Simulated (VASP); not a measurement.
Wanted: the native input for a VASP 6.6.1 run.

| Property | Result |
| --- | --- |
| Task | single point |
| Functional | LDA |
| Potentials or basis | VASP PAW LDA potentials, release 64 (In_d) |
| Cutoff | 520 eV |
| k mesh | 9 × 9 × 5 |
| Occupations | fermi-dirac, width 0.05 eV |
| Spin | no spin polarisation |
| Dipole correction | no |
| Further INCAR settings | ALGO = Normal; EDIFF = 1e-06; NBANDS = 20 |

The structure of In lies in POSCAR:

```
In
1.0
    3.3575747290      0.0000000000      0.0000000000
   -1.6787873645      2.9077450104      0.0000000000
    0.0000000000      0.0000000000      5.5456283735
In
2
Direct
    0.6666666667      0.3333333333      0.7500000000
    0.3333333333      0.6666666667      0.2500000000
```

This cell differs from its parent crystal: volume scaled by 1.02.

One way to write it, as run:

INCAR

```
SYSTEM = In
ALGO = Normal
EDIFF = 1E-6
ENCUT = 520
GGA = CA
ISIF = 2
ISMEAR = -1
LASPH = .TRUE.
LCHARG = .TRUE.
LELF = .TRUE.
LREAL = .FALSE.
LVHAR = .TRUE.
LWAVE = .FALSE.
NBANDS = 20
NELM = 80
PREC = Accurate
SIGMA = 0.05
```

KPOINTS

```
k-points
0
G
  9 9 5
  0 0 0
```

Potentials or basis: VASP PAW LDA potentials, release 64 (In_d).

Launch:

```sh
$ cat potpaw_LDA.64/In_d/POTCAR > POTCAR
$ mpirun -np 1 vasp_std > vasp.out
```

Results of the run:

| Property | Result |
| --- | --- |
| Pressure | -3.4 GPa |
| Band gap on the k mesh | zero (band 13 reaches 8.91 eV, above the bottom of band 14 at 5.02 eV) |

Caveat: spin-orbit coupling is left out, which moves the levels of the heavy elements.

It took 55 s on 1 thread of AMD EPYC 7R13 (shared host), peak memory 0.14 GiB.
